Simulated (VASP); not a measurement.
# InP (F-43m) in VASP: a series of runs

InP is run at these levels: PBEsol+D3(BJ), revPBE+D3(BJ), PBE; tasks: relaxation of cell and atoms, single point.

Program: VASP 6.6.1. These are calculated values, not measurements. Logs are shortened: lines on timing, memory, paths and dates and some standing lists are left out, and cuts for length are marked.

## (1) The cell of the first run

Symmetry: F-43m, No. 216, cubic system. Conventional cell: a = 5.861 Å, b = 5.861 Å, c = 5.861 Å, α = 90.00°, β = 90.00°, γ = 90.00°. In (site symmetry -43m) has 4 P at 2.54 Å within 3.3 Å. Within 3.3 Å of P (site symmetry -43m) lie 4 In at 2.54 Å.

## (2) Relaxation of cell and atoms, PBEsol+D3(BJ)

Input file INCAR:

```
ALGO = Normal
EDIFF = 1E-7
EDIFFG = -0.01
ENCUT = 600
GGA = PS
IBRION = 2
ISIF = 3
ISMEAR = -1
IVDW = 12
LASPH = T
LCHARG = F
LREAL = F
LWAVE = F
NELM = 100
NSW = 80
PREC = Accurate
SIGMA = 0.05
```

Input file KPOINTS:

```
k-points
0
Gamma
  8 8 8
```

Input file POSCAR:

```
InP
1.0
    0.0000000000      2.9305000000      2.9305000000
    2.9305000000      0.0000000000      2.9305000000
    2.9305000000      2.9305000000      0.0000000000
In P
1 1
Direct
    0.0000000000      0.0000000000      0.0000000000
    0.7500000000      0.7500000000      0.7500000000
```

Potentials or basis: VASP PAW PBE potentials, release 64 (In_d, P).

On the command line:

```
> cat potpaw_PBE.64/In_d/POTCAR potpaw_PBE.64/P/POTCAR > POTCAR
> mpirun -np 1 vasp_std > vasp.out
```

OUTCAR:

```text
EDIFF = 1E-7
   EDIFFG = -0.01
   ENCUT = 600
   GGA = PS
   IBRION = 2
   ISIF = 3
   ISMEAR = -1
   IVDW = 12
   LASPH = T
   LREAL = F
   NELM = 100
   NSW = 80
   PREC = Accurate
 IVDW          = 12

 ion  position               nearest neighbor table
   1  0.000  0.000  0.000-   2 2.54   2 2.54   2 2.54   2 2.54
   2  0.750  0.750  0.750-   1 2.54   1 2.54   1 2.54   1 2.54

  LATTYP: Found a face centered cubic cell.
 ALAT       =     5.8610000000

  Lattice vectors:

 A1 = (   0.0000000000,   2.9305000000,   2.9305000000)
 A2 = (   2.9305000000,   0.0000000000,   2.9305000000)
 A3 = (   2.9305000000,   2.9305000000,   0.0000000000)

Analysis of symmetry for initial positions (statically):
=====================================================================
 Subroutine PRICEL returns:
 Original cell was already a primitive cell.

 Routine SETGRP: Setting up the symmetry group for a
 face centered cubic supercell.

 Subroutine GETGRP returns: Found 24 space group operations
 (whereof 24 operations were pure point group operations)
 out of a pool of 48 trial point group operations.

The static configuration has the point symmetry T_d .

Analysis of symmetry for dynamics (positions and initial velocities):
=====================================================================
 Subroutine PRICEL returns:
 Original cell was already a primitive cell.

 Routine SETGRP: Setting up the symmetry group for a
 face centered cubic supercell.

 Subroutine GETGRP returns: Found 24 space group operations
 (whereof 24 operations were pure point group operations)
 out of a pool of 48 trial point group operations.

The dynamic configuration has the point symmetry T_d .

 Subroutine INISYM returns: Found 24 space group operations
 (whereof 24 operations are pure point group operations),
 and found     1 'primitive' translations

----------------------------------------------------------------------------------------

                                     Primitive cell

  volume of cell :      50.3333

  direct lattice vectors                    reciprocal lattice vectors
     0.000000000  2.930500000  2.930500000    -0.170619348  0.170619348  0.170619348
     2.930500000  0.000000000  2.930500000     0.170619348 -0.170619348  0.170619348
     2.930500000  2.930500000  0.000000000     0.170619348  0.170619348 -0.170619348

  length of vectors
     4.144352845  4.144352845  4.144352845     0.295521380  0.295521380  0.295521380

  position of ions in fractional coordinates (direct lattice)
     0.000000000  0.000000000  0.000000000
     0.750000000  0.750000000  0.750000000

  ion indices of the primitive-cell ions
   primitive index   ion index
                 1           1
                 2           2

----------------------------------------------------------------------------------------

 KPOINTS: k-points

Automatic generation of k-mesh.
 Grid dimensions read from file:
 generate k-points for:    8    8    8

 Generating k-lattice:

  Cartesian coordinates                     Fractional coordinates (reciprocal lattice)
    -0.021327419  0.021327419  0.021327419     0.125000000  0.000000000  0.000000000
     0.021327419 -0.021327419  0.021327419     0.000000000  0.125000000  0.000000000
     0.021327419  0.021327419 -0.021327419     0.000000000  0.000000000  0.125000000

  Length of vectors
     0.036940172  0.036940172  0.036940172

  Shift w.r.t. Gamma in fractional coordinates (k-lattice)
     0.000000000  0.000000000  0.000000000

 Subroutine IBZKPT returns following result:
 ===========================================

 Found     29 irreducible k-points:

 Following reciprocal coordinates:
            Coordinates               Weight
  0.000000  0.000000  0.000000      1.000000
  0.125000  0.000000  0.000000      8.000000
  0.250000  0.000000  0.000000      8.000000
  0.375000  0.000000  0.000000      8.000000
  0.500000  0.000000  0.000000      4.000000
  0.125000  0.125000  0.000000      6.000000
[... 16 lines left out ...]
  0.500000  0.250000  0.125000     48.000000
 -0.375000  0.250000  0.125000     24.000000
 [... further k-points ...]
   k-points           NKPTS =     29   k-points in BZ     NKDIM =     29   number of bands    NBANDS=     13
   number of dos      NEDOS =    301   number of ions     NIONS =      2
   total plane-waves  NPLWV =  46656
   dimension x,y,z NGX =    36 NGY =   36 NGZ =   36
   dimension x,y,z NGXF=    72 NGYF=   72 NGZF=   72
   ions per type =               1   1
   NGX,Y,Z   is equivalent  to a cutoff of  14.44, 14.44, 14.44 a.u.
   NGXF,Y,Z  is equivalent  to a cutoff of  28.88, 28.88, 28.88 a.u.
 SYSTEM =  unknown system
   PREC   = accura    normal or accurate (medium, high low for compatibility)
   ISTART =      0    job   : 0-new  1-cont  2-samecut
   ICHARG =      2    charge: 1-file 2-atom 10-const
   ISPIN  =      1    spin polarized calculation?
   LNONCOLLINEAR =      F non collinear calculations
   LSORBIT =      F    spin-orbit coupling
   LASPH  =      T    aspherical Exc in radial PAW
   ENCUT  =  600.0 eV  44.10 Ry    6.64 a.u.   8.28  8.28  8.28*2*pi/ulx,y,z
   NELM   =    100;   NELMIN=  2; NELMDL= -5     # of ELM steps
   EDIFF  = 0.1E-06   stopping-criterion for ELM
   LREAL  =      F    real-space projection
   EDIFFG = -.1E-01   stopping-criterion for IOM
   NSW    =     80    number of steps for IOM
   IBRION =      2    ionic relax: 0-MD 1-quasi-New 2-CG
   NFREE  =      1    steps in history (QN), initial steepest desc. (CG)
   ISIF   =      3    stress and relaxation
   ISYM   =      2    0-nonsym 1-usesym 2-fastsym
   POTIM  = 0.5000    time-step for ionic-motion
   TEBEG  =    0.0;   TEEND  =   0.0 temperature during run
   PSTRESS=    0.0 pullay stress
   NELECT =      18.0000    total number of electrons
   NUPDOWN=      -1.0000    fix difference up-down
   EMIN   =  10.00;   EMAX   =-10.00  energy-range for DOS
   EFERMI =   0.00;   METHOD = LEGACY
   ISMEAR =    -1;   SIGMA  =   0.05  broadening in eV -4-tet -1-fermi 0-gaus
   EFERMI_NEDOS =   21; number of points for ismear=-14 and -15
   IALGO  =     38    algorithm
   IMIX   =      4    mixing-type and parameters
     AMIX     =   0.40;   BMIX     =  1.00
     AMIX_MAG =   1.60;   BMIX_MAG =  1.00
  volume/ion in A,a.u.               =      25.17       169.83
  Fermi-wavevector in a.u.,A,eV,Ry     =   1.162021  2.195901 18.371846  1.350293
  Thomas-Fermi vector in A             =   2.298587
   LORBIT       =      0    0 simple, 1 ext, 2 COOP (PROOUT), +10 PAW based schemes
   GGA     = PS    functional components
   LHFCALC =     F    Hartree Fock is set to
   AEXX    =    0.0000 exact exchange contribution
   IVDW    =    12    specifies the selected vdW correction
   LEPSILON=     F    determine dielectric tensor
   LRPA    =     F    only Hartree local field effects (RPA)
 conjugate gradient relaxation of ions
 non-spin polarized calculation
  energy-cutoff  :      600.00
  volume of cell :       50.33
 maximum number of plane-waves:      1700
 NGX is ok and might be reduce to    36
   NGX = 17   NGY = 17   NGZ = 17

--------------------------------------- Ionic step        1  -------------------------------------------

 number of electron      17.9999998 magnetization

 Free energy of the ion-electron system (eV)
  ---------------------------------------------------
  ext. energy  EPLUGINS =         0.00000000
  ---------------------------------------------------
  free energy    TOTEN  =        -9.15420384 eV

  energy without entropy =       -9.15419234  energy(sigma->0) =       -9.15419809

------------------------ aborting loop because EDIFF is reached ----------------------------------------

 Edisp (eV)   -0.59691

 E8    (eV) :    -0.4007

  FORCE on cell =-STRESS in cart. coord.  units (eV):
  Direction    XX          YY          ZZ          XY          YZ          ZX
  --------------------------------------------------------------------------------------
  -------------------------------------------------------------------------------------
  Total      -0.40647    -0.40647    -0.40647     0.00000    -0.00000     0.00000
  in kB     -12.93864   -12.93864   -12.93864     0.00000    -0.00000     0.00000
  external pressure =      -12.94 kB  Pullay stress =        0.00 kB

 VOLUME and BASIS-vectors are now :
 -----------------------------------------------------------------------------
  energy-cutoff  :      600.00
  volume of cell :       50.33
      direct lattice vectors                 reciprocal lattice vectors
     0.000000000  2.930500000  2.930500000    -0.170619348  0.170619348  0.170619348
     2.930500000  0.000000000  2.930500000     0.170619348 -0.170619348  0.170619348
     2.930500000  2.930500000  0.000000000     0.170619348  0.170619348 -0.170619348
[... 41 lines left out ...]
 POSITION                                       TOTAL-FORCE (eV/Angst)
 -----------------------------------------------------------------------------------
      0.00000      2.90177      2.90177         0.000000      0.000000      0.000000
      4.35265      4.35265      4.35265        -0.000000     -0.000000     -0.000000
 -----------------------------------------------------------------------------------
    total drift:                                0.000000      0.000000      0.000000

  FREE ENERGIE OF THE ION-ELECTRON SYSTEM (eV)
  ---------------------------------------------------
  free  energy   TOTEN  =        -9.7535961320 eV

  energy  without entropy=       -9.7535933009  energy(sigma->0) =       -9.75359472

--------------------------------------- Ionic step        3  -------------------------------------------

 number of electron      18.0000001 magnetization

 Free energy of the ion-electron system (eV)
  ---------------------------------------------------
  ext. energy  EPLUGINS =         0.00000000
  ---------------------------------------------------
  free energy    TOTEN  =        -9.14676289 eV

  energy without entropy =       -9.14675812  energy(sigma->0) =       -9.14676050

 E-fermi :   5.6870     XC(G=0):  -9.5612

 val. band max:        5.2991506660   @ k =   0.0000   0.0000   0.0000
 cond. band min:       6.0136117264   @ k =   0.0000   0.0000   0.0000
 fundamental gap:      0.7144610604
 Fermi energy:         5.6870206274

 k-point     1 :       0.0000    0.0000    0.0000
  band No.  band energies     occupation
      1      -8.8915      2.00000
      2      -8.8915      2.00000
      3      -8.8915      2.00000
      4      -8.7272      2.00000
      5      -8.7272      2.00000
      6      -6.3798      2.00000
      7       5.2992      1.99915
      8       5.2992      1.99915
      9       5.2992      1.99915
     10       6.0136      0.00291
     11       9.3128      0.00000
     12       9.3128      0.00000
     13       9.3128      0.00000

 k-point     2 :       0.1250    0.0000    0.0000
  band No.  band energies     occupation
      1      -8.9127      2.00000
      2      -8.8834      2.00000
      3      -8.8834      2.00000
      4      -8.7272      2.00000
      5      -8.7272      2.00000
      6      -6.1940      2.00000
      7       3.7271      2.00000
      8       5.1030      1.99998
      9       5.1030      1.99998
     10       6.9501      0.00000
     11       9.4730      0.00000
[... 339 lines left out ...]
 k-point    24 :      -0.3750    0.2500    0.1250
  band No.  band energies     occupation
      1      -9.0368      2.00000
      2      -8.8392      2.00000
      3      -8.8173      2.00000
      4      -8.7337      2.00000
      5      -8.7133      2.00000
      6      -4.2331      2.00000
      7      -0.3972      2.00000
      8       2.4925      2.00000
      9       3.5907      2.00000
     10       8.4559      0.00000
     11       9.3591      0.00000
     12      11.1570      0.00000
     13      12.4912      0.00000

 [... further k-points ...]

------------------------ aborting loop because EDIFF is reached ----------------------------------------

 Edisp (eV)   -0.60816

 E8    (eV) :    -0.4082

  FORCE on cell =-STRESS in cart. coord.  units (eV):
  Direction    XX          YY          ZZ          XY          YZ          ZX
  --------------------------------------------------------------------------------------
  -------------------------------------------------------------------------------------
  Total      -0.00087    -0.00087    -0.00087     0.00000     0.00000     0.00000
  in kB      -0.02829    -0.02829    -0.02829     0.00000     0.00000     0.00000
  external pressure =       -0.03 kB  Pullay stress =        0.00 kB

 VOLUME and BASIS-vectors are now :
 -----------------------------------------------------------------------------
  energy-cutoff  :      600.00
  volume of cell :       49.40
      direct lattice vectors                 reciprocal lattice vectors
     0.000000000  2.912339583  2.912339583    -0.171683276  0.171683276  0.171683276
     2.912339583 -0.000000000  2.912339583     0.171683276 -0.171683276  0.171683276
     2.912339583  2.912339583  0.000000000     0.171683276  0.171683276 -0.171683276

 POSITION                                       TOTAL-FORCE (eV/Angst)
 -----------------------------------------------------------------------------------
      0.00000      0.00000      0.00000         0.000000      0.000000      0.000000
      4.36851      4.36851      4.36851        -0.000000     -0.000000     -0.000000
 -----------------------------------------------------------------------------------
    total drift:                                0.000000      0.000000      0.000000

  FREE ENERGIE OF THE ION-ELECTRON SYSTEM (eV)
  ---------------------------------------------------
  free  energy   TOTEN  =        -9.7549224734 eV

  energy  without entropy=       -9.7549177071  energy(sigma->0) =       -9.75492009

 reached required accuracy - stopping structural energy minimisation
```

Run time: 50 s. Hardware: 1 thread of Intel Xeon Platinum 8259CL at 2.50GHz (Skylake/Cascade Lake), shared host; peak memory 0.23 GiB.

Results:

| Quantity | Value |
| --- | --- |
| Free energy | -9.7549 eV |
| Relaxed volume | 24.70 Å³/atom |
| Relaxed cell | a = 4.119 Å, b = 4.119 Å, c = 4.119 Å, α = 60.00°, β = 60.00°, γ = 60.00° |
| Space group after relaxing (to 0.05 Å) | F-43m (No. 216) |
| Energy gained by relaxing | 1.9 meV/atom |
| Ionic steps | 3 |
| Pressure after relaxing | 0.0 GPa |
| Band gap on the k mesh | 0.71 eV, direct |
| Dispersion energy per atom | -0.304 eV |

The path:
| step | energy change (eV) | largest force (eV/Å) | pressure (GPa) | volume (Å³) |
| --- | --- | --- | --- | --- |
| 1 | 0.0000 | 0.0000 | -1.29 | 50.33 |
| 2 | -0.0025 | 0.0000 | 0.81 | 48.87 |
| 3 | -0.0038 | 0.0000 | 0.00 | 49.40 |

Final structure:
```
CELL_PARAMETERS angstrom
0.00000 2.91234 2.91234
2.91234 0.00000 2.91234
2.91234 2.91234 0.00000
ATOMIC_POSITIONS crystal
In 0.00000 0.00000 0.00000
P 0.75000 0.75000 0.75000
```

Caveat: the PAW data sets were made with another functional, which shifts forces and pressure a little; spin-orbit coupling is left out, which moves the levels of the heavy elements.

[end of part 1 of 2]
